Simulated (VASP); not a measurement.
# SnO in VASP: single point with PBE+D3(BJ)

Aim: the single point of SnO with PBE+D3(BJ).

Program: VASP 6.6.1. These are calculated values, not measurements. Logs are shortened: lines on timing, memory, paths and dates and some standing lists are left out, and cuts for length are marked.

## Step 1: The cell of the first run

The cell holds a slab with vacuum, 8 atoms: a = 3.821 Å, b = 3.821 Å, c = 22.228 Å, α = 90.00°, β = 90.00°, γ = 90.00°.

## Step 2: Single point, PBE+D3(BJ) (layers slid over each other)

INCAR

```
SYSTEM = SnO
PREC     = Accurate       ! precision mode
ENCUT    = 520            ! plane-wave cutoff, eV
EDIFF    = 1E-6           ! SCF threshold, eV
ISMEAR   = 0              ! smearing method
SIGMA    = 0.05           ! smearing width, eV
LREAL    = .FALSE.        ! projectors in reciprocal space
LASPH    = .TRUE.         ! aspherical terms in the spheres
NELM     = 60             ! most SCF steps
ALGO     = Normal         ! electronic algorithm
ISIF     = 2              ! what is computed and relaxed
LWAVE    = .FALSE.        ! write WAVECAR
LCHARG   = .TRUE.         ! write CHGCAR
LDIPOL   = .TRUE.       
IDIPOL   = 3            
DIPOL    = 0.5 0.5 0.404
GGA      = PE             ! functional
IVDW     = 12             ! dispersion correction
LELF     = .TRUE.         ! ELF
LVHAR    = .TRUE.       
LVACPOTAV= .TRUE.       
NBANDS   = 50             ! bands
```

KPOINTS

```
Automatic mesh
0
G
  7 7 1
  0 0 0
```

POSCAR

```
SnO
1.0
    3.8205591572     -0.0000144285      0.0000000000
    0.0000145032      3.8205591572      0.0000000000
    0.0000000000      0.0000000000     22.2281056610
Sn O
4 4
Direct
    0.7499972356      0.2500027644      0.2024464014
    0.2499972356      0.7500027644      0.3088006209
    0.2499972356      0.8750027644      0.5000000000
    0.7499972356      0.3750027644      0.6063542196
    0.2499972356      0.2500027644      0.2556235111
    0.7499972356      0.7500027644      0.2556235111
    0.7499972356      0.8750027644      0.5531771098
    0.2499972356      0.3750027644      0.5531771098
```

Potentials or basis: VASP PAW PBE potentials, release 64 (Sn_d, O).

Started as:

```console
cat potpaw_PBE.64/Sn_d/POTCAR potpaw_PBE.64/O/POTCAR > POTCAR
mpirun -np 1 vasp_std > vasp.out
```

OUTCAR:

```text
SYSTEM = SnO
   PREC = Accurate
   ENCUT = 520
   EDIFF = 1E-6
   ISMEAR = 0
   LREAL = .FALSE.
   LASPH = .TRUE.
   NELM = 60
   ISIF = 2
   GGA = PE
   IVDW = 12
 IVDW          = 12

 ion  position               nearest neighbor table
   1  0.750  0.250  0.202-   5 2.25   5 2.25   6 2.25   6 2.25   2 3.59   2 3.59   2 3.59   2 3.59

   2  0.250  0.750  0.309-   6 2.25   6 2.25   5 2.25   5 2.25   1 3.59   1 3.59   1 3.59   1 3.59

   3  0.250  0.875  0.500-   7 2.25   7 2.25   8 2.25   8 2.25   4 3.59   4 3.59   4 3.59   4 3.59

   4  0.750  0.375  0.606-   8 2.25   8 2.25   7 2.25   7 2.25   3 3.59   3 3.59   3 3.59   3 3.59

   5  0.250  0.250  0.256-   1 2.25   1 2.25   2 2.25   2 2.25
   6  0.750  0.750  0.256-   1 2.25   1 2.25   2 2.25   2 2.25
   7  0.750  0.875  0.553-   3 2.25   3 2.25   4 2.25   4 2.25
   8  0.250  0.375  0.553-   4 2.25   4 2.25   3 2.25   3 2.25

  LATTYP: Found a simple tetragonal cell.
 ALAT       =     3.8205591572
 C/A-ratio  =     5.8180242070

  Lattice vectors:

 A1 = (   3.8205591572,  -0.0000144285,   0.0000000000)
 A2 = (   0.0000145032,   3.8205591572,   0.0000000000)
 A3 = (   0.0000000000,   0.0000000000,  22.2281056610)

Analysis of symmetry for initial positions (statically):
=====================================================================
 Subroutine PRICEL returns:
 Original cell was already a primitive cell.

 Routine SETGRP: Setting up the symmetry group for a
 simple tetragonal supercell.

 Subroutine GETGRP returns: Found  4 space group operations
 (whereof  1 operations were pure point group operations)
 out of a pool of 16 trial point group operations.

The static configuration has the point symmetry C_1 .
 The point group associated with its full space group is C_2h.

Analysis of symmetry for dynamics (positions and initial velocities):
=====================================================================
 Subroutine PRICEL returns:
 Original cell was already a primitive cell.

 Routine SETGRP: Setting up the symmetry group for a
 simple tetragonal supercell.

 Subroutine GETGRP returns: Found  4 space group operations
 (whereof  1 operations were pure point group operations)
 out of a pool of 16 trial point group operations.

The dynamic configuration has the point symmetry C_1 .
 The point group associated with its full space group is C_2h.

 Subroutine INISYM returns: Found  4 space group operations
 (whereof  1 operations are pure point group operations),
 and found     1 'primitive' translations

----------------------------------------------------------------------------------------

                                     Primitive cell

  volume of cell :     324.4564

  direct lattice vectors                    reciprocal lattice vectors
     3.820559157 -0.000014428  0.000000000     0.261741792 -0.000000994  0.000000000
     0.000014503  3.820559157  0.000000000     0.000000988  0.261741792  0.000000000
     0.000000000  0.000000000 22.228105661     0.000000000  0.000000000  0.044988089

  length of vectors
     3.820559157  3.820559157 22.228105661     0.261741792  0.261741792  0.044988089

  position of ions in fractional coordinates (direct lattice)
     0.749997236  0.250002764  0.202446401
     0.249997236  0.750002764  0.308800621
     0.249997236  0.875002764  0.500000000
     0.749997236  0.375002764  0.606354220
     0.249997236  0.250002764  0.255623511
     0.749997236  0.750002764  0.255623511
     0.749997236  0.875002764  0.553177110
     0.249997236  0.375002764  0.553177110

  ion indices of the primitive-cell ions
   primitive index   ion index
                 1           1
                 2           2
                 3           3
                 4           4
                 5           5
                 6           6
                 7           7
                 8           8

----------------------------------------------------------------------------------------

 KPOINTS: Automatic mesh

Automatic generation of k-mesh.
 Grid dimensions read from file:
 generate k-points for:    7    7    1

 Generating k-lattice:

  Cartesian coordinates                     Fractional coordinates (reciprocal lattice)
     0.037391685 -0.000000142  0.000000000     0.142857143  0.000000000  0.000000000
     0.000000141  0.037391685  0.000000000    -0.000000000  0.142857143  0.000000000
     0.000000000  0.000000000  0.044988089     0.000000000  0.000000000  1.000000000

  Length of vectors
     0.037391685  0.037391685  0.044988089

  Shift w.r.t. Gamma in fractional coordinates (k-lattice)
     0.000000000  0.000000000  0.000000000

 Subroutine IBZKPT returns following result:
 ===========================================

 Found     16 irreducible k-points:

 Following reciprocal coordinates:
            Coordinates               Weight
  0.000000  0.000000  0.000000      1.000000
  0.142857  0.000000  0.000000      2.000000
  0.000000  0.142857  0.000000      2.000000
  0.285714  0.000000  0.000000      2.000000
  0.000000  0.285714  0.000000      2.000000
  0.428571  0.000000  0.000000      2.000000
[... 8 lines left out ...]
 -0.285714  0.428571  0.000000      4.000000
  0.428571  0.428571  0.000000      4.000000
   k-points           NKPTS =     16   k-points in BZ     NKDIM =     16   number of bands    NBANDS=     50
   number of dos      NEDOS =    301   number of ions     NIONS =      8
   total plane-waves  NPLWV = 131712
   dimension x,y,z NGX =    28 NGY =   28 NGZ =  168
   dimension x,y,z NGXF=    56 NGYF=   56 NGZF=  336
   ions per type =               4   4
   NGX,Y,Z   is equivalent  to a cutoff of  12.18, 12.18, 12.56 a.u.
   NGXF,Y,Z  is equivalent  to a cutoff of  24.37, 24.37, 25.13 a.u.
 SYSTEM =  SnO
   PREC   = accura    normal or accurate (medium, high low for compatibility)
   ISTART =      0    job   : 0-new  1-cont  2-samecut
   ICHARG =      2    charge: 1-file 2-atom 10-const
   ISPIN  =      1    spin polarized calculation?
   LNONCOLLINEAR =      F non collinear calculations
   LSORBIT =      F    spin-orbit coupling
   LASPH  =      T    aspherical Exc in radial PAW
   ENCUT  =  520.0 eV  38.22 Ry    6.18 a.u.   7.10  7.10 41.33*2*pi/ulx,y,z
   NELM   =     60;   NELMIN=  2; NELMDL= -5     # of ELM steps
   EDIFF  = 0.1E-05   stopping-criterion for ELM
   LREAL  =      F    real-space projection
   EDIFFG = 0.1E-04   stopping-criterion for IOM
   NSW    =      0    number of steps for IOM
   IBRION =     -1    ionic relax: 0-MD 1-quasi-New 2-CG
   NFREE  =      0    steps in history (QN), initial steepest desc. (CG)
   ISIF   =      2    stress and relaxation
   ISYM   =      2    0-nonsym 1-usesym 2-fastsym
   POTIM  = 0.5000    time-step for ionic-motion
   TEBEG  =    0.0;   TEEND  =   0.0 temperature during run
   PSTRESS=    0.0 pullay stress
   NELECT =      80.0000    total number of electrons
   NUPDOWN=      -1.0000    fix difference up-down
   EMIN   =  10.00;   EMAX   =-10.00  energy-range for DOS
   EFERMI =   0.00;   METHOD = LEGACY
   ISMEAR =     0;   SIGMA  =   0.05  broadening in eV -4-tet -1-fermi 0-gaus
   EFERMI_NEDOS =   21; number of points for ismear=-14 and -15
   IALGO  =     38    algorithm
   IMIX   =      4    mixing-type and parameters
     AMIX     =   0.40;   BMIX     =  1.00
     AMIX_MAG =   1.60;   BMIX_MAG =  1.00
  volume/ion in A,a.u.               =      40.56       273.69
  Fermi-wavevector in a.u.,A,eV,Ry     =   1.026564  1.939925 14.338279  1.053834
  Thomas-Fermi vector in A             =   2.160463
   LORBIT       =      0    0 simple, 1 ext, 2 COOP (PROOUT), +10 PAW based schemes
   GGA     = PE    functional components
   LHFCALC =     F    Hartree Fock is set to
   AEXX    =    0.0000 exact exchange contribution
   IVDW    =    12    specifies the selected vdW correction
   LEPSILON=     F    determine dielectric tensor
   LRPA    =     F    only Hartree local field effects (RPA)
 non-spin polarized calculation
 Gauss-broadening in eV      SIGMA  =   0.05
  energy-cutoff  :      520.00
  volume of cell :      324.46
 maximum number of plane-waves:      8769
   NGX = 15   NGY = 15   NGZ = 83

 dipolmoment           0.000000      0.000000      0.000303 electrons x Angstroem

 number of electron      79.9999970 magnetization

 dipolmoment           0.000000      0.000000     -0.000007 electrons x Angstroem

 Free energy of the ion-electron system (eV)
  ---------------------------------------------------
  ext. energy  EPLUGINS =         0.00000000
  ---------------------------------------------------
  free energy    TOTEN  =       -45.13076872 eV

  energy without entropy =      -45.13076872  energy(sigma->0) =      -45.13076872

 E-fermi :   0.0748     XC(G=0):  -5.3172

 val. band max:       -0.1888006282   @ k =   0.1429   0.1429   0.0000
 cond. band min:       2.2609725135   @ k =   0.4286   0.0000   0.0000
 fundamental gap:      2.4497731418
 Fermi energy:         0.0748048080

 k-point     1 :       0.0000    0.0000    0.0000
  band No.  band energies     occupation
      1     -21.0413      2.00000
      2     -21.0412      2.00000
      3     -20.6819      2.00000
      4     -20.6819      2.00000
      5     -20.6448      2.00000
      6     -20.6447      2.00000
[... 42 lines left out ...]
     49       5.2061      0.00000
     50       5.2307      0.00000

 k-point     2 :       0.1429    0.0000    0.0000
  band No.  band energies     occupation
      1     -21.0324      2.00000
      2     -21.0323      2.00000
      3     -20.6826      2.00000
      4     -20.6824      2.00000
      5     -20.6464      2.00000
      6     -20.6460      2.00000
[... 42 lines left out ...]
     49       5.3818      0.00000
     50       5.5582      0.00000

 k-point     3 :       0.0000    0.1429    0.0000
  band No.  band energies     occupation
      1     -21.0324      2.00000
      2     -21.0323      2.00000
      3     -20.6826      2.00000
      4     -20.6824      2.00000
      5     -20.6465      2.00000
      6     -20.6460      2.00000
[... 42 lines left out ...]
     49       5.4077      0.00000
     50       5.4944      0.00000

 k-point     4 :       0.2857    0.0000    0.0000
  band No.  band energies     occupation
      1     -21.0075      2.00000
      2     -21.0074      2.00000
      3     -20.7787      2.00000
      4     -20.7783      2.00000
      5     -20.6506      2.00000
      6     -20.6503      2.00000
[... 575 lines left out ...]
 k-point    15 :      -0.2857    0.4286    0.0000
  band No.  band energies     occupation
      1     -20.9768      2.00000
      2     -20.9764      2.00000
      3     -20.9349      2.00000
      4     -20.9345      2.00000
      5     -20.6471      2.00000
      6     -20.6469      2.00000
[... 42 lines left out ...]
     49       5.6810      0.00000
     50       6.1304      0.00000

 k-point    16 :       0.4286    0.4286    0.0000
  band No.  band energies     occupation
      1     -20.9827      2.00000
      2     -20.9822      2.00000
      3     -20.9688      2.00000
      4     -20.9683      2.00000
      5     -20.6490      2.00000
      6     -20.6488      2.00000
[... 42 lines left out ...]
     49       5.9747      0.00000
     50       6.0554      0.00000

------------------------ aborting loop because EDIFF is reached ----------------------------------------

 Edisp (eV)   -1.23227

 E8    (eV) :    -0.5445

  FORCE on cell =-STRESS in cart. coord.  units (eV):
  Direction    XX          YY          ZZ          XY          YZ          ZX
  --------------------------------------------------------------------------------------
  -------------------------------------------------------------------------------------
  Total       0.19288     0.20591     0.35593     0.00000     0.17399     0.00000
  in kB       0.95247     1.01680     1.75759     0.00000     0.85915     0.00000
  external pressure =        1.24 kB  Pullay stress =        0.00 kB

 VOLUME and BASIS-vectors are now :
 -----------------------------------------------------------------------------
  energy-cutoff  :      520.00
  volume of cell :      324.46
      direct lattice vectors                 reciprocal lattice vectors
     3.820559157 -0.000014428  0.000000000     0.261741792 -0.000000994  0.000000000
     0.000014503  3.820559157  0.000000000     0.000000988  0.261741792  0.000000000
     0.000000000  0.000000000 22.228105661     0.000000000  0.000000000  0.044988089

 POSITION                                       TOTAL-FORCE (eV/Angst)
 -----------------------------------------------------------------------------------
      2.86541      0.95514      4.50000        -0.000000     -0.003240     -0.073403
      0.95514      2.86543      6.86405        -0.000000     -0.018810      0.038536
      0.95514      3.34300     11.11405         0.000000      0.018810     -0.038536
      2.86541      1.43271     13.47811         0.000000      0.003240      0.073403
      0.95513      0.95515      5.68203        -0.000000     -0.016210     -0.001475
      2.86542      2.86542      5.68203         0.000000      0.006375     -0.001340
      2.86542      3.34299     12.29608        -0.000000     -0.006375      0.001340
      0.95513      1.43272     12.29608         0.000000      0.016210      0.001475
 -----------------------------------------------------------------------------------
    total drift:                               -0.000000     -0.000000     -0.000340

  FREE ENERGIE OF THE ION-ELECTRON SYSTEM (eV)
  ---------------------------------------------------
  free  energy   TOTEN  =       -46.3630408895 eV

  energy  without entropy=      -46.3630408895  energy(sigma->0) =      -46.36304089

 vacuum level on the upper side and lower side of the slab         4.940         4.940
```

Run time: 4.2 min. Hardware: 1 thread of Intel Xeon Platinum 8488C (Sapphire Rapids), shared host; peak memory 0.44 GiB.

Results:

* Free energy: -46.3630 eV
* Largest force: 0.073 eV/Å
* Band gap on the k mesh: 2.45 eV (least direct gap 2.56 eV)
* Dispersion energy per atom: -0.154 eV

Forces on the atoms (eV/Å):
```
Sn   0.000 -0.003 -0.073
Sn   0.000 -0.019  0.039
Sn   0.000  0.019 -0.039
Sn   0.000  0.003  0.073
O    0.000 -0.016 -0.001
O    0.000  0.006 -0.001
O    0.000 -0.006  0.001
O    0.000  0.016  0.001
```

Levels at points of the mesh, in eV from the valence-band top:
```tsv
k point	band 38	band 39	band 40	band 41	band 42	band 43
(0.00, 0.00, 0.00)	-1.94	-0.61	-0.04	2.52	2.86	2.87
```

Caveat: the cell differs from its parent crystal (layers slid over each other); spin-orbit coupling is left out, which moves the levels of the heavy elements.
